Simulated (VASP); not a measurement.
A run of VASP 6.6.1 is set up as follows.

The input INCAR:

```
SYSTEM = HfC
ALGO = Normal ; EDIFF = 1E-6
ENCUT = 520 ; GGA = PE
ISIF = 2 ; ISMEAR = 0
LASPH = .TRUE. ; LCHARG = .TRUE.
LELF = .TRUE. ; LREAL = .FALSE.
LVHAR = .TRUE. ; LWAVE = .FALSE.
NBANDS = 14 ; NELM = 80
PREC = Accurate ; SIGMA = 0.1
```

Contents of KPOINTS:

```
k-points
0
G
  16 16 16
  0 0 0
```

The input POSCAR:

```
HfC
1.0
    0.0000000000      2.3257467213      2.3257467213
    2.3257467213      0.0000000000      2.3257467213
    2.3257467213      2.3257467213      0.0000000000
Hf C
1 1
Direct
    0.5000000000      0.5000000000      0.5000000000
    0.0000000000      0.0000000000      0.0000000000
```

Potentials or basis: VASP PAW PBE potentials, release 64 (Hf_pv, C).

Command:

```bash
$ cat potpaw_PBE.64/Hf_pv/POTCAR potpaw_PBE.64/C/POTCAR > POTCAR
$ mpirun -np 1 vasp_std > vasp.out
```

(1) What does it give for the band gap on the k mesh?

(2) Predict the pressure.

Results:

(1) zero (band 7 reaches 6.95 eV, above the bottom of band 8 at 5.52 eV).

(2) -0.7 GPa.

Caveat: spin-orbit coupling is left out, which moves the levels of the heavy elements.
